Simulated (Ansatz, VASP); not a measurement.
## Te2Mo in VASP and in Ansatz

```
CELL_PARAMETERS angstrom
3.57677 0.00000 0.00000
-1.78839 3.09757 0.00000
0.00000 0.00000 7.26849
ATOMIC_POSITIONS crystal
Te 0.32479 0.64959 0.76141
Te 0.34187 0.68375 0.23859
Mo 0.00000 0.00000 0.00000
```

Change from the starting cell: mode 5 frozen in at -0.052 Å, strain +e along z and -e/2 along x and y -0.0467.

Alike in both runs: task single point; functional PBE; dispersion D3(BJ); k mesh 9 × 9 × 4; occupations gaussian, width 0.05 eV; no spin polarisation.

```csv
,VASP,Ansatz
version,VASP 6.6.1,Ansatz 0.2.0
potentials or method,"VASP PAW PBE potentials, release 64 (Te, Mo_sv), cutoff 520 eV","scalar-relativistic, plane waves, PAW"
valence electrons in the cell,26,46
```

|  | VASP | Ansatz | Ansatz less VASP |
| --- | --- | --- | --- |
| gap on the k mesh at the Fermi level (eV) | 0.59 | 0.61 | +0.012 |
| least direct gap on the mesh (eV) | 0.90 | 0.90 | +0.002 |
| pressure (GPa) | 1.6 | 1.5 | -0.03 |
| traceless stress, the component that is largest in VASP (GPa) | 5.17 | 5.10 | -0.072 |
| rms of the force components (eV/Å) | 0.385 | 0.377 | -0.0076 |

Atom by atom the forces differ by 0.009 eV/Å (rms over components). VASP's potentials hold 26 valence electrons a cell and Ansatz's 46, so a difference there can come from the potentials and not from the codes.

Spin-orbit coupling is off throughout.
